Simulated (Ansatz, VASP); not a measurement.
One calculation of Nb2B3C, two programs

```
Nb B C
1.0
     4.33118    0.00000    0.00000
    -2.16559    3.75091    0.00000
     0.00000    0.00000    6.00196
Nb B C
2 3 1
Direct
  0.33333 0.66667 0.00000
  0.66667 0.33333 0.00000
  0.00000 0.00000 0.75887
  0.00000 0.00000 0.24113
  0.00000 0.00000 0.50000
  0.00000 0.00000 0.00000
```

Alike in both runs: functional PBE; k mesh 6 × 6 × 4; occupations gaussian, width 0.1 eV; no spin polarisation.

Ansatz relaxed the structure, and its values are those at the end. VASP's run is a single point on that final structure, the one shown.

```csv
,VASP,Ansatz
version,VASP 6.6.1,Ansatz 0.2.0
potentials or method,"VASP PAW PBE potentials, release 64 (Nb_sv, B, C), cutoff 520 eV","scalar-relativistic, plane waves, PAW"
valence electrons in the cell,39,39
```

|  | VASP | Ansatz | Ansatz less VASP |
| --- | --- | --- | --- |
| gap on the k mesh at the Fermi level (eV) | none | none | - |
| pressure (GPa) | 0.0 | 0.1 | +0.09 |
| rms of the force components (eV/Å) | 0.007 | 0.001 | -0.0061 |

A gap of «none» marks a metal or a gap that the smearing closes.
